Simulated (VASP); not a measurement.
# Pb (P6/mmm) in VASP: further runs

The runs below take Pb through single point, relaxation of cell and atoms, with LDA.

All numbers are computed with VASP 6.6.1; they aren't measurements. Logs are shortened: lines on timing, memory, paths and dates and some standing lists are left out, and cuts for length are marked.

## 1. The cell of the first run

It takes space group P6/mmm (No. 191, hexagonal). The conventional cell has a = 4.674 Å, b = 4.674 Å, c = 2.747 Å, α = 90.00°, β = 90.00°, γ = 120.00°. Within 3.6 Å of Pb (site symmetry 6/mmm) lie 14 Pb at 2.75 to 3.03 Å. Pb (site symmetry -6m2) has 11 Pb at 2.70 to 3.03 Å within 3.6 Å.

## 2. Single point, LDA

INCAR

```
SYSTEM = Pb
ALGO = Normal
EDIFF = 1E-6
ENCUT = 520
ISIF = 2
ISMEAR = -1
LASPH = .True.
LCHARG = .False.
LREAL = .False.
LWAVE = .False.
NBANDS = 28
NELM = 80
PREC = Accurate
SIGMA = 0.05
```

KPOINTS

```
k-points
0
Gamma
  8 8 11
  0 0 0
```

POSCAR

```
Pb
1.0
    4.6738916346      0.0000000000      0.0000000000
   -2.3369458173      4.0477088901      0.0000000000
    0.0000000000      0.0000000000      2.7467825488
Pb
3
Direct
    0.0000000000      0.0000000000      0.0000000000
    0.3333333333      0.6666666667      0.5000000000
    0.6666666667      0.3333333333      0.5000000000
```

Potentials or basis: VASP PAW LDA potentials, release 64 (Pb_d).

Launch:

```sh
cat potpaw_LDA.64/Pb_d/POTCAR > POTCAR
mpirun -np 1 vasp_std > vasp.out
```

OUTCAR:

```text
SYSTEM = Pb
   EDIFF = 1E-6
   ENCUT = 520
   ISIF = 2
   ISMEAR = -1
   LASPH = .True.
   LREAL = .False.
   NELM = 80
   PREC = Accurate

 ion  position               nearest neighbor table
   1  0.000  0.000  0.000-   2 3.03   3 3.03   2 3.03   3 3.03   3 3.03   3 3.03   2 3.03   2 3.03
                             3 3.03   3 3.03   2 3.03   2 3.03
   2  0.333  0.667  0.500-   3 2.70   3 2.70   3 2.70   1 3.03   1 3.03   1 3.03   1 3.03   1 3.03
                             1 3.03   3 3.85   3 3.85   3 3.85   3 3.85   3 3.85   3 3.85
   3  0.667  0.333  0.500-   2 2.70   2 2.70   2 2.70   1 3.03   1 3.03   1 3.03   1 3.03   1 3.03
                             1 3.03   2 3.85   2 3.85   2 3.85   2 3.85   2 3.85   2 3.85

  LATTYP: Found a hexagonal cell.
 ALAT       =     4.6738916346
 C/A-ratio  =     0.5876864000

  Lattice vectors:

 A1 = (   4.6738916346,   0.0000000000,   0.0000000000)
 A2 = (  -2.3369458173,   4.0477088901,   0.0000000000)
 A3 = (   0.0000000000,   0.0000000000,   2.7467825488)

Analysis of symmetry for initial positions (statically):
=====================================================================
 Subroutine PRICEL returns:
 Original cell was already a primitive cell.

 Routine SETGRP: Setting up the symmetry group for a
 hexagonal supercell.

 Subroutine GETGRP returns: Found 24 space group operations
 (whereof 24 operations were pure point group operations)
 out of a pool of 24 trial point group operations.

The static configuration has the point symmetry D_6h.

Analysis of symmetry for dynamics (positions and initial velocities):
=====================================================================
 Subroutine PRICEL returns:
 Original cell was already a primitive cell.

 Routine SETGRP: Setting up the symmetry group for a
 hexagonal supercell.

 Subroutine GETGRP returns: Found 24 space group operations
 (whereof 24 operations were pure point group operations)
 out of a pool of 24 trial point group operations.

The dynamic configuration has the point symmetry D_6h.

 Subroutine INISYM returns: Found 24 space group operations
 (whereof 24 operations are pure point group operations),
 and found     1 'primitive' translations

----------------------------------------------------------------------------------------

                                     Primitive cell

  volume of cell :      51.9652

  direct lattice vectors                    reciprocal lattice vectors
     4.673891635  0.000000000  0.000000000     0.213954468  0.123526670  0.000000000
    -2.336945817  4.047708890  0.000000000     0.000000000  0.247053340  0.000000000
     0.000000000  0.000000000  2.746782549     0.000000000  0.000000000  0.364062310

  length of vectors
     4.673891635  4.673891635  2.746782549     0.247053340  0.247053340  0.364062310

  position of ions in fractional coordinates (direct lattice)
     0.000000000  0.000000000  0.000000000
     0.333333333  0.666666667  0.500000000
     0.666666667  0.333333333  0.500000000

  ion indices of the primitive-cell ions
   primitive index   ion index
                 1           1
                 2           2
                 3           3

----------------------------------------------------------------------------------------

 KPOINTS: k-points

Automatic generation of k-mesh.
 Grid dimensions read from file:
 generate k-points for:    8    8   11

 Generating k-lattice:

  Cartesian coordinates                     Fractional coordinates (reciprocal lattice)
     0.026744309  0.015440834  0.000000000     0.125000000 -0.000000000  0.000000000
     0.000000000  0.030881667  0.000000000     0.000000000  0.125000000  0.000000000
     0.000000000  0.000000000  0.033096574     0.000000000  0.000000000  0.090909091

  Length of vectors
     0.030881667  0.030881667  0.033096574

  Shift w.r.t. Gamma in fractional coordinates (k-lattice)
     0.000000000  0.000000000  0.000000000

 Subroutine IBZKPT returns following result:
 ===========================================

 Found     60 irreducible k-points:

 Following reciprocal coordinates:
            Coordinates               Weight
  0.000000  0.000000  0.000000      1.000000
  0.125000 -0.000000  0.000000      6.000000
  0.250000 -0.000000  0.000000      6.000000
  0.375000 -0.000000  0.000000      6.000000
  0.500000 -0.000000  0.000000      3.000000
  0.125000  0.125000  0.000000      6.000000
[... 16 lines left out ...]
  0.250000 -0.000000  0.181818     12.000000
  0.375000 -0.000000  0.181818     12.000000
 [... further k-points ...]
   k-points           NKPTS =     60   k-points in BZ     NKDIM =     60   number of bands    NBANDS=     28
   number of dos      NEDOS =    301   number of ions     NIONS =      3
   total plane-waves  NPLWV =  25920
   dimension x,y,z NGX =    36 NGY =   36 NGZ =   20
   dimension x,y,z NGXF=    72 NGYF=   72 NGZF=   40
   ions per type =               3
   NGX,Y,Z   is equivalent  to a cutoff of  12.80, 12.80, 12.10 a.u.
   NGXF,Y,Z  is equivalent  to a cutoff of  25.61, 25.61, 24.21 a.u.
 SYSTEM =  Pb
   PREC   = accura    normal or accurate (medium, high low for compatibility)
   ISTART =      0    job   : 0-new  1-cont  2-samecut
   ICHARG =      2    charge: 1-file 2-atom 10-const
   ISPIN  =      1    spin polarized calculation?
   LNONCOLLINEAR =      F non collinear calculations
   LSORBIT =      F    spin-orbit coupling
   LASPH  =      T    aspherical Exc in radial PAW
   ENCUT  =  520.0 eV  38.22 Ry    6.18 a.u.   8.69  8.69  5.11*2*pi/ulx,y,z
   NELM   =     80;   NELMIN=  2; NELMDL= -5     # of ELM steps
   EDIFF  = 0.1E-05   stopping-criterion for ELM
   LREAL  =      F    real-space projection
   EDIFFG = 0.1E-04   stopping-criterion for IOM
   NSW    =      0    number of steps for IOM
   IBRION =     -1    ionic relax: 0-MD 1-quasi-New 2-CG
   NFREE  =      0    steps in history (QN), initial steepest desc. (CG)
   ISIF   =      2    stress and relaxation
   ISYM   =      2    0-nonsym 1-usesym 2-fastsym
   POTIM  = 0.5000    time-step for ionic-motion
   TEBEG  =    0.0;   TEEND  =   0.0 temperature during run
   PSTRESS=    0.0 pullay stress
   NELECT =      42.0000    total number of electrons
   NUPDOWN=      -1.0000    fix difference up-down
   EMIN   =  10.00;   EMAX   =-10.00  energy-range for DOS
   EFERMI =   0.00;   METHOD = LEGACY
   ISMEAR =    -1;   SIGMA  =   0.05  broadening in eV -4-tet -1-fermi 0-gaus
   EFERMI_NEDOS =   21; number of points for ismear=-14 and -15
   IALGO  =     38    algorithm
   IMIX   =      4    mixing-type and parameters
     AMIX     =   0.40;   BMIX     =  1.00
     AMIX_MAG =   1.60;   BMIX_MAG =  1.00
  volume/ion in A,a.u.               =      17.32       116.89
  Fermi-wavevector in a.u.,A,eV,Ry     =   1.524944  2.881726 31.639721  2.325454
  Thomas-Fermi vector in A             =   2.633182
   LORBIT       =      0    0 simple, 1 ext, 2 COOP (PROOUT), +10 PAW based schemes
   GGA     = CA    functional components
   LHFCALC =     F    Hartree Fock is set to
   AEXX    =    0.0000 exact exchange contribution
   IVDW    =     0    specifies the selected vdW correction
   LEPSILON=     F    determine dielectric tensor
   LRPA    =     F    only Hartree local field effects (RPA)
 non-spin polarized calculation
  energy-cutoff  :      520.00
  volume of cell :       51.97
 maximum number of plane-waves:      1419
 NGX is ok and might be reduce to    36
   NGX = 17   NGY = 17   NGZ = 11

 number of electron      41.9999990 magnetization

 Free energy of the ion-electron system (eV)
  ---------------------------------------------------
  ext. energy  EPLUGINS =         0.00000000
  ---------------------------------------------------
  free energy    TOTEN  =        -6.09288689 eV

  energy without entropy =       -6.08110494  energy(sigma->0) =       -6.08699591

 E-fermi :  15.7062     XC(G=0): -13.4234

 val. band max:       15.6854778157   @ k =   0.3750   0.1250   0.2727
 cond. band min:      15.7100817500   @ k =   0.3750   0.2500   0.3636
 fundamental gap:      0.0246039343
 Fermi energy:        15.7061784604

 k-point     1 :       0.0000    0.0000    0.0000
  band No.  band energies     occupation
      1      -3.9105      2.00000
      2      -3.2498      2.00000
      3      -3.1633      2.00000
      4      -2.8122      2.00000
      5      -2.8122      2.00000
      6      -2.4834      2.00000
[... 20 lines left out ...]
     27      27.0257      0.00000
     28      28.4749      0.00000

 k-point     2 :       0.1250   -0.0000    0.0000
  band No.  band energies     occupation
      1      -3.8785      2.00000
      2      -3.2781      2.00000
      3      -3.2014      2.00000
      4      -2.9279      2.00000
      5      -2.9163      2.00000
      6      -2.5941      2.00000
[... 20 lines left out ...]
     27      26.7820      0.00000
     28      27.8618      0.00000

 k-point     3 :       0.2500   -0.0000    0.0000
  band No.  band energies     occupation
      1      -3.7917      2.00000
      2      -3.3881      2.00000
      3      -3.2907      2.00000
      4      -3.1045      2.00000
      5      -3.0901      2.00000
      6      -2.6545      2.00000
[... 20 lines left out ...]
     27      26.6239      0.00000
     28      26.7422      0.00000

 k-point     4 :       0.3750   -0.0000    0.0000
  band No.  band energies     occupation
      1      -3.6706      2.00000
      2      -3.5512      2.00000
      3      -3.3999      2.00000
      4      -3.1916      2.00000
      5      -3.1915      2.00000
      6      -2.7034      2.00000
[... 20 lines left out ...]
     27      26.0931      0.00000
     28      26.1447      0.00000

 k-point     5 :       0.5000   -0.0000    0.0000
  band No.  band energies     occupation
      1      -3.6225      2.00000
      2      -3.5610      2.00000
      3      -3.5024      2.00000
      4      -3.2244      2.00000
      5      -3.2152      2.00000
      6      -2.7232      2.00000
[... 20 lines left out ...]
     27      25.9469      0.00000
     28      26.1980      0.00000

 k-point     6 :       0.1250    0.1250    0.0000
  band No.  band energies     occupation
      1      -3.8195      2.00000
      2      -3.3443      2.00000
      3      -3.2630      2.00000
      4      -3.0863      2.00000
      5      -3.0274      2.00000
      6      -2.6951      2.00000
[... 463 lines left out ...]
      5      -2.7799      2.00000
      6      -2.7799      2.00000
[... 20 lines left out ...]
     27      25.5249      0.00000
     28      25.6342      0.00000

 k-point    22 :       0.1250   -0.0000    0.1818
  band No.  band energies     occupation
      1      -3.4633      2.00000
      2      -3.0451      2.00000
      3      -3.0139      2.00000
      4      -2.8253      2.00000
      5      -2.8188      2.00000
      6      -2.8126      2.00000
[... 20 lines left out ...]
     27      25.9368      0.00000
     28      26.5032      0.00000

 k-point    23 :       0.2500   -0.0000    0.1818
  band No.  band energies     occupation
      1      -3.4255      2.00000
      2      -3.2060      2.00000
      3      -3.1463      2.00000
      4      -2.9004      2.00000
      5      -2.8135      2.00000
      6      -2.7681      2.00000
[... 20 lines left out ...]
     27      24.4216      0.00000
     28      24.4475      0.00000

 k-point    24 :       0.3750   -0.0000    0.1818
  band No.  band energies     occupation
      1      -3.4354      2.00000
      2      -3.2469      2.00000
      3      -3.2263      2.00000
      4      -2.9917      2.00000
      5      -2.7773      2.00000
      6      -2.7460      2.00000
[... 20 lines left out ...]
     27      22.7228      0.00000
     28      23.6618      0.00000

 [... further k-points ...]

------------------------ aborting loop because EDIFF is reached ----------------------------------------

  FORCE on cell =-STRESS in cart. coord.  units (eV):
  Direction    XX          YY          ZZ          XY          YZ          ZX
  --------------------------------------------------------------------------------------
  -------------------------------------------------------------------------------------
  Total       31.6965996     31.6965996     31.6854732      0.0000000      0.0000000     -0.0000000
  in kB      977.2621225    977.2621225    976.9190777      0.0000000      0.0000000     -0.0000000
  external PRESSURE =     977.1477743 kB  Pullay stress =       0.0000000 kB

 VOLUME and BASIS-vectors are now :
 -----------------------------------------------------------------------------
  energy-cutoff  :      520.00
  volume of cell :       51.97
      direct lattice vectors                 reciprocal lattice vectors
     4.673891635  0.000000000  0.000000000     0.213954468  0.123526670  0.000000000
    -2.336945817  4.047708890  0.000000000     0.000000000  0.247053340  0.000000000
     0.000000000  0.000000000  2.746782549     0.000000000  0.000000000  0.364062310

 POSITION                                       TOTAL-FORCE (eV/Angst)
 -----------------------------------------------------------------------------------
      0.00000      0.00000      0.00000        -0.000000      0.000000      0.000000
     -0.00000      2.69847      1.37339         0.000000     -0.000000     -0.000000
      2.33695      1.34924      1.37339        -0.000000      0.000000      0.000000
 -----------------------------------------------------------------------------------
    total drift:                                0.000000      0.000000     -0.000000

  FREE ENERGIE OF THE ION-ELECTRON SYSTEM (eV)
  ---------------------------------------------------
  free  energy   TOTEN  =        -6.0928868880 eV

  energy  without entropy=       -6.0811049417  energy(sigma->0) =       -6.08699591
```

Run time: 44 s. Hardware: 1 thread of Intel Xeon 6975P-C, shared host; peak memory 0.19 GiB.

What came out:

```yaml
Free_energy: -6.0929 eV
Pressure: 97.7 GPa
Band_gap_on_the_k_mesh: zero (band 21 reaches 18.04 eV, above the bottom of band 22 at 11.56 eV)
```

Caveat: spin-orbit coupling is left out, which moves the levels of the heavy elements.

[end of part 1 of 2]
